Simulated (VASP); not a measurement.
## Sc: single point with PBEsol

Crystal: Sc.

```
Sc
1.0
     1.72977    1.72977    1.72977
    -1.72977    1.72977    1.72977
    -1.72977   -1.72977    1.72977
Sc
1
Direct
  0.00000 0.00000 0.00000
```

* Program: VASP 6.6.1
* Task: single point
* Functional: PBEsol
* Potentials or basis: VASP PAW PBE potentials, release 64 (Sc_sv)
* Cutoff: 520 eV
* k mesh: 9 × 9 × 9
* Occupations: gaussian, width 0.05 eV
* Spin: no spin polarisation
* Dipole correction: no
* Further INCAR settings: ALGO = Normal; EDIFF = 1e-06; NBANDS = 12

```json
{
  "Pressure": "10.0 GPa"
}
```

Levels at points of the mesh, in eV from the Fermi level:
```tsv
k point	band 3	band 4	band 5	band 6	band 7	band 8
(0.00, 0.00, 0.00)	-27.28	-27.28	-5.53	1.68	1.68	1.68
```

It took 8.7 s on 1 thread of AMD EPYC 7R13 Processor (Zen 3), with other jobs on the host, peak memory 0.11 GiB.

Caveat: the PAW data sets were made with another functional, which shifts forces and pressure a little.
